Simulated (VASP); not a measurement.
A run of VASP 6.6.1 is set up as follows.

File POSCAR:

```
BiTe
1.0
    2.3732508797      1.3701970343      3.2495731172
   -2.3732508797      1.3701970343      3.2495731172
    0.0000000000     -2.7403940685      3.2495731172
Bi Te
1 1
Direct
    0.5000000000      0.5000000000      0.5000000000
    0.0000000000      0.0000000000      0.0000000000
```

File INCAR.step1:

```
  PREC = Accurate
  ENCUT = 520
  ISMEAR = -1
  SIGMA = 0.05
  LREAL = False
  LASPH = True
  NELM = 60
  NBANDS = 18
  GGA = PE
  ALGO = Normal
  EDIFF = 1E-4
  LWAVE = True
  LCHARG = False
```

Contents of INCAR.step2:

```
  PREC = Accurate
  ENCUT = 520
  EDIFF = 1E-7
  ISMEAR = -1
  SIGMA = 0.05
  LREAL = False
  LASPH = True
  NELM = 60
  ALGO = Normal
  ISIF = 2
  LWAVE = False
  LCHARG = False
  METAGGA = R2SCAN
  LMIXTAU = True
  NBANDS = 18
  ISTART = 1
```

File KPOINTS:

```
Automatic mesh
0
Gamma
  7 7 7
```

Potentials or basis: VASP PAW PBE potentials, release 64 (Bi_d, Te).

Command:

```sh
$ cat potpaw_PBE.64/Bi_d/POTCAR potpaw_PBE.64/Te/POTCAR > POTCAR
$ cp INCAR.step1 INCAR
$ mpirun -np 1 vasp_std > vasp.out
$ cp INCAR.step2 INCAR
$ mpirun -np 1 vasp_std > vasp.out
```

Question: What does it give for the pressure?

Answer: 2.9 GPa.

Stress tensor (GPa, compression positive):
```
3.13 0.00 0.00
0.00 3.13 0.00
0.00 0.00 2.33
```

Caveat: the PAW data sets were made with another functional, which shifts forces and pressure a little.
